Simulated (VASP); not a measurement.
## LiCl: single point with r2SCAN

The system is LiCl.

```
Li Cl
1.0
     3.57495    0.00000    0.00000
    -1.78747    3.09600    0.00000
     0.00000    0.00000    6.02408
Li Cl
2 2
Cartesian
  0.0000 0.0000 0.0000
  0.0000 0.0000 3.0120
  0.0000 2.0640 1.5060
  1.7875 1.0320 4.5181
```

```json
{
  "Program": "VASP 6.6.1",
  "Task": "single point",
  "Functional": "r2SCAN",
  "Potentials or basis": "VASP PAW PBE potentials, release 64 (Li_sv, Cl)",
  "Cutoff": "520 eV",
  "k mesh": "12 × 12 × 4",
  "Occupations": "gaussian, width 0.01 eV",
  "Spin": "no spin polarisation"
}
```

The band gap on the k mesh is 7.33 eV, indirect (the least direct gap lies 0.7 meV higher).

Levels at points of the mesh, in eV from the valence-band top:
```
           k point  band 7  band 8  band 9  band 10  band 11  band 12  band 13  band 14
(0.00, 0.00, 0.00)   -0.23   -0.18    0.00     0.00     7.33     7.57    11.15    11.15
(0.50, 0.00, 0.00)   -1.95   -1.10   -0.78    -0.32     7.94     8.94     9.70    10.36
(0.00, 0.00, 0.50)   -0.11   -0.11   -0.11    -0.11     8.10     8.10    11.33    11.33
(0.50, 0.00, 0.50)   -0.95   -0.95   -0.74    -0.74     8.37     8.37     9.41     9.41
```

Wall time 4.3 min on 1 thread of Intel(R) Xeon(R) 6975P-C (Granite Rapids) (shared host), peak memory 0.22 GiB.

Caveat: the PAW data sets were made with another functional, which shifts forces and pressure a little. r2SCAN opens gaps a little over a GGA but as a rule still falls short of measured ones.
